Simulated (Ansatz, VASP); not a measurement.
Two plane-wave programs on ZrSi3O8

Contents of POSCAR:

```
ZrSi3O8
1.0
    3.4697025985      0.0000000000      0.0000000000
    0.0000000000      5.8136635702      0.0000000000
    0.0000000000      0.0000000000      5.7462996755
Si Zr O
3 1 8
Direct
    0.5000000000      0.2525721345      0.5581193514
    0.5000000000      0.7474278655      0.5581193514
    0.0000000000      0.5000000000     -0.0788983838
    0.0000000000      0.0000000000     -0.0220002717
    0.5000000000      0.0000000000      0.3906465164
    0.0000000000      0.2945894841      0.1161757372
    0.0000000000      0.2656605234      0.6569447010
    0.5000000000      0.0000000000      0.7963879298
    0.5000000000      0.5000000000      0.4143612560
    0.0000000000      0.7054105159      0.1161757372
    0.0000000000      0.7343394766      0.6569447010
    0.5000000000      0.5000000000      0.8370233740
```

INCAR.step1

```
SYSTEM = ZrSi3O8
PREC     = Accurate       ! precision mode
ENCUT    = 520            ! plane-wave cutoff, eV
ISMEAR   = 0              ! smearing method
SIGMA    = 0.01           ! smearing width, eV
LREAL    = .False.        ! projectors in reciprocal space
LASPH    = .True.         ! aspherical terms in the spheres
NELM     = 60             ! most SCF steps
NBANDS   = 48             ! bands
GGA      = PE             ! functional
ALGO     = Normal         ! electronic algorithm
EDIFF    = 1E-4           ! SCF threshold, eV
LWAVE    = .True.         ! write WAVECAR
LCHARG   = .False.        ! write CHGCAR
```

INCAR.step2

```
SYSTEM = ZrSi3O8
PREC     = Accurate       ! precision mode
ENCUT    = 520            ! plane-wave cutoff, eV
EDIFF    = 1E-6           ! SCF threshold, eV
ISMEAR   = 0              ! smearing method
SIGMA    = 0.01           ! smearing width, eV
LREAL    = .False.        ! projectors in reciprocal space
LASPH    = .True.         ! aspherical terms in the spheres
NELM     = 60             ! most SCF steps
ALGO     = Normal         ! electronic algorithm
ISIF     = 2              ! what is computed and relaxed
LWAVE    = .False.        ! write WAVECAR
LCHARG   = .False.        ! write CHGCAR
METAGGA  = R2SCAN         ! meta-GGA
LMIXTAU  = .True.       
NBANDS   = 48             ! bands
ISTART   = 1
```

KPOINTS

```
regular mesh
0
Gamma
  8 4 4
  0 0 0
```

Input for Ansatz:

```yaml
crystal:
  lattice:
    - [3.4697025985, 0.0, 0.0]
    - [0.0, 5.8136635702, 0.0]
    - [0.0, 0.0, 5.7462996755]
  atoms:
    - { symbol: Si, position: [0.5, 0.2525721345, 0.5581193514] }
    - { symbol: Zr, position: [0.0, 0.0, -0.0220002717] }
    - { symbol: O, position: [0.5, 0.0, 0.3906465164] }
    - { symbol: O, position: [0.0, 0.2945894841, 0.1161757372] }
    - { symbol: O, position: [0.0, 0.2656605234, 0.656944701] }
    - { symbol: O, position: [0.5, 0.0, 0.7963879298] }
    - { symbol: Si, position: [0.5, 0.7474278655, 0.5581193514] }
    - { symbol: Si, position: [0.0, 0.5, -0.0788983838] }
    - { symbol: O, position: [0.5, 0.5, 0.414361256] }
    - { symbol: O, position: [0.0, 0.7054105159, 0.1161757372] }
    - { symbol: O, position: [0.0, 0.7343394766, 0.656944701] }
    - { symbol: O, position: [0.5, 0.5, 0.837023374] }
kpoints:
  mp_grid: { grid: [8, 4, 4] }
  band_path:
    path:
      - [0.0, 0.0, 0.0]
      - [0.5, 0.0, 0.0]
      - [0.5, 0.5, 0.0]
      - [0.0, 0.5, 0.0]
      - [0.0, 0.0, 0.5]
      - [0.5, 0.0, 0.5]
      - [0.5, 0.5, 0.5]
      - [0.0, 0.5, 0.5]
    npoints: 1
hamiltonian:
  xc: r2scan
scf:
  occupations: { method: fixed }
  n_extra_bands: 7
output:
  forces: true
  stress: true
  eigenvalues: true
  write_density: true
  write_potential: true
  elf: true
  volumetric_format: npy
```

Alike in both runs: task single point; functional r2SCAN; k mesh 8 × 4 × 4; no spin polarisation.

```csv
,VASP,Ansatz
version,VASP 6.6.1,Ansatz 0.2.0
potentials or method,"VASP PAW PBE potentials, release 64 (Si, Zr_sv, O)","plane waves, PAW"
plane-wave cutoff (eV),520,500
occupations,"gaussian, width 0.01 eV",fixed
valence electrons in the cell,72,72
```

VASP gave:

- gap on the k mesh at the Fermi level (eV): 4.39
- pressure (GPa): 0.6
- rms of the force components (eV/Å): 0.027

Which values does Ansatz return?

gap on the k mesh at the Fermi level (eV): 4.43; pressure (GPa): 0.0; rms of the force components (eV/Å): 0.001.

VASP's potentials were made for PBE, not for r2SCAN.
